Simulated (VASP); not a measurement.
Set up this calculation in VASP 6.6.1, as the native input.

```
Task                   : single point
Functional             : PBEsol
Potentials or basis    : VASP PAW PBE potentials, release 64 (Al, B, N)
Cutoff                 : 520 eV
k mesh                 : 1 × 1 × 1, shifted
Occupations            : fermi-dirac, width 0.05 eV
Spin                   : no spin polarisation
Dipole correction      : no
Further INCAR settings : LREAL = Auto; ALGO = Normal; EDIFF = 1e-07; NBANDS = 246
```

The structure of Al13B3N16 lies in POSCAR:

```
Al13B3N16
1.0
    9.0149410000      0.0000000000      0.0000000000
    0.0000000000     10.4095570000      0.0000000000
    0.0000000000      0.0000000000      9.6705670000
Al B N
39 9 48
Direct
    0.1643940000      0.0820860000      0.2507170000
    0.1663340000      0.0818770000      0.7485300000
    0.9951010000      0.3324750000      0.2506550000
    0.0037250000      0.3335410000      0.7476170000
    0.5023310000      0.0874110000      0.2504000000
    0.5000580000      0.0838870000      0.7469400000
    0.3323100000      0.3347530000      0.2498680000
    0.1690470000      0.5846070000      0.7514290000
    0.0006600000      0.8319100000      0.2457130000
    0.0009480000      0.8306750000      0.7450360000
    0.8322600000      0.0840220000      0.2492500000
    0.8309240000      0.0799720000      0.7482980000
    0.6684350000      0.3358830000      0.7468250000
    0.4986210000      0.5823510000      0.2501670000
    0.5012060000      0.5822980000      0.7474560000
    0.3357430000      0.8320660000      0.2479670000
    0.8315710000      0.5846290000      0.2497790000
    0.6650970000      0.8321300000      0.2502830000
    0.6669290000      0.8316900000      0.7448980000
    0.0018780000      0.1658380000      0.4953760000
    0.0028480000      0.1675590000      0.9979920000
    0.3305520000      0.1675350000      0.4968910000
    0.3358700000      0.1645280000      0.9989780000
    0.1673610000      0.4163540000      0.4979740000
    0.9953250000      0.6665450000      0.4951510000
    0.6698450000      0.1667980000      0.4994160000
    0.6644710000      0.1686130000      0.0015840000
    0.5014510000      0.4126690000      0.4990290000
    0.5020770000      0.4171700000      0.0037760000
    0.3324910000      0.6686370000      0.4979930000
    0.1661730000      0.9141190000      0.4978130000
    0.1677250000      0.9124760000      0.9967930000
    0.8380750000      0.4151350000      0.5028070000
    0.8364690000      0.4161330000      0.9973700000
    0.6664750000      0.6670440000      0.9997820000
    0.4982680000      0.9136320000      0.4981340000
    0.5026070000      0.9196020000      0.9998470000
    0.8340090000      0.9173240000      0.4951580000
    0.8318690000      0.9157460000      0.9973890000
    0.3368340000      0.3331160000      0.7503440000
    0.1686040000      0.5844750000      0.2492180000
    0.6704630000      0.3348530000      0.2492690000
    0.3343070000      0.8334080000      0.7501470000
    0.8355550000      0.5853140000      0.7463690000
    0.1667260000      0.4165350000      0.9942540000
    0.0008420000      0.6644630000      0.9968860000
    0.3331090000      0.6671910000      0.0031750000
    0.6684090000      0.6658840000      0.4977300000
    0.9994970000      0.1700160000      0.1905570000
    0.9981820000      0.1659310000      0.6896850000
    0.3352110000      0.1676670000      0.1925070000
    0.3315490000      0.1662040000      0.6872610000
    0.1648770000      0.4152520000      0.1880750000
    0.1625920000      0.4166430000      0.6882230000
    0.0031680000      0.6659920000      0.1885160000
    0.0014230000      0.6686340000      0.6890730000
    0.6692640000      0.1652990000      0.1889550000
    0.6609510000      0.1655100000      0.6921400000
    0.5037510000      0.4173720000      0.1885730000
    0.4959320000      0.4177300000      0.6898680000
    0.3322090000      0.6695500000      0.1889460000
    0.3330710000      0.6680720000      0.6875780000
    0.1661420000      0.9162910000      0.1880330000
    0.1677220000      0.9185480000      0.6941930000
    0.8359150000      0.4154030000      0.1882730000
    0.8340620000      0.4167190000      0.6888010000
    0.6685400000      0.6648770000      0.1897440000
    0.6672120000      0.6658870000      0.6900070000
    0.4989830000      0.9159250000      0.1909540000
    0.4989580000      0.9174060000      0.6886550000
    0.8342840000      0.9155460000      0.1865280000
    0.8329880000      0.9185870000      0.6896580000
    0.1697170000      0.0802040000      0.4391360000
    0.1603200000      0.0843100000      0.9414280000
    0.9957780000      0.3348390000      0.4403270000
    0.0040970000      0.3298420000      0.9396150000
    0.5006070000      0.0825680000      0.4420880000
    0.4985800000      0.0831580000      0.9415600000
    0.3375480000      0.3335720000      0.4398720000
    0.3335740000      0.3315710000      0.9374810000
    0.1645540000      0.5823730000      0.4393180000
    0.1714040000      0.5829410000      0.9402300000
    0.9969600000      0.8335540000      0.4383600000
    0.9974230000      0.8316100000      0.9379890000
    0.8339660000      0.0877050000      0.4358160000
    0.8330040000      0.0809290000      0.9394330000
    0.6617060000      0.3327620000      0.4417910000
    0.6642290000      0.3324240000      0.9363080000
    0.4989530000      0.5817800000      0.4388800000
    0.4972070000      0.5792520000      0.9380230000
    0.3376210000      0.8345430000      0.4388560000
    0.3335200000      0.8342050000      0.9427060000
    0.8303950000      0.5862150000      0.4418940000
    0.8317320000      0.5831900000      0.9397280000
    0.6680980000      0.8313100000      0.4391000000
    0.6640400000      0.8304780000      0.9387530000
```

One way to write it, as run:

INCAR

```
SYSTEM = Al13B3N16
PREC = Accurate
ENCUT = 520
EDIFF = 1E-7
ISMEAR = -1
SIGMA = 0.05
LREAL = Auto
LASPH = .True.
NELM = 60
ALGO = Normal
ISIF = 2
LWAVE = .False.
LCHARG = .False.
GGA = PS
NBANDS = 246
```

KPOINTS

```
Automatic mesh
0
Gamma
  1 1 1
  0.5 0.5 0.5
```

Potentials or basis: VASP PAW PBE potentials, release 64 (Al, B, N).

Run with:

```console
$ cat potpaw_PBE.64/Al/POTCAR potpaw_PBE.64/B/POTCAR potpaw_PBE.64/N/POTCAR > POTCAR
$ mpirun -np 1 vasp_std > vasp.out
```

It gave:

```yaml
Pressure: 7.4 GPa
Largest_force: 4.997 eV/Å
Band_gap_on_the_k_mesh: 5.53 eV
```

Caveat: the k points lie up to 0.70 Å⁻¹ apart; the PAW data sets were made with another functional, which shifts forces and pressure a little.

Run time: 10 min on 1 thread of AMD EPYC 7R43 64-Core Processor (Zen 3), with other jobs on the host, peak memory 0.82 GiB.
